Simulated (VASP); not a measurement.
Input of a VASP 6.6.1 run:

Contents of POSCAR:

```
Mg3Sc
1.0
    4.4726651917      0.0000000000      0.0000000000
    0.0000000000      4.4726651917      0.0000000000
    0.0000000000      0.0000000000      4.4726651917
Mg Sc
3 1
Direct
    0.5000000000      0.5000000000      0.0000000000
    0.5000000000      0.0000000000      0.5000000000
    0.0000000000      0.5000000000      0.5000000000
    0.0000000000      0.0000000000      0.0000000000
```

Contents of INCAR.step1:

```
SYSTEM = Mg3Sc
PREC = Accurate
ENCUT = 520
ISMEAR = -1
SIGMA = 0.05
LREAL = .False.
LASPH = .True.
NELM = 60
NBANDS = 16
GGA = PE
ALGO = Normal
EDIFF = 1E-4
LWAVE = .True.
LCHARG = .False.
```

File INCAR.step2:

```
SYSTEM = Mg3Sc
PREC = Accurate
ENCUT = 520
EDIFF = 1E-6
ISMEAR = -1
SIGMA = 0.05
LREAL = .False.
LASPH = .True.
NELM = 60
ALGO = Normal
ISIF = 2
LWAVE = .False.
LCHARG = .True.
METAGGA = R2SCAN
LMIXTAU = .True.
LELF = .True.
LVHAR = .True.
NBANDS = 16
ISTART = 1
```

Contents of KPOINTS:

```
regular mesh
0
Gamma
  5 5 5
  0 0 0
```

Potentials or basis: VASP PAW PBE potentials, release 64 (Mg, Sc_sv).

The run is started by

```sh
$ cat potpaw_PBE.64/Mg/POTCAR potpaw_PBE.64/Sc_sv/POTCAR > POTCAR
$ cp INCAR.step1 INCAR
$ mpirun -np 1 vasp_std > vasp.out
$ cp INCAR.step2 INCAR
$ mpirun -np 1 vasp_std > vasp.out
```

Problem. Predict the pressure.

Solution. 0.8 GPa.

Caveat: the PAW data sets were made with another functional, which shifts forces and pressure a little.
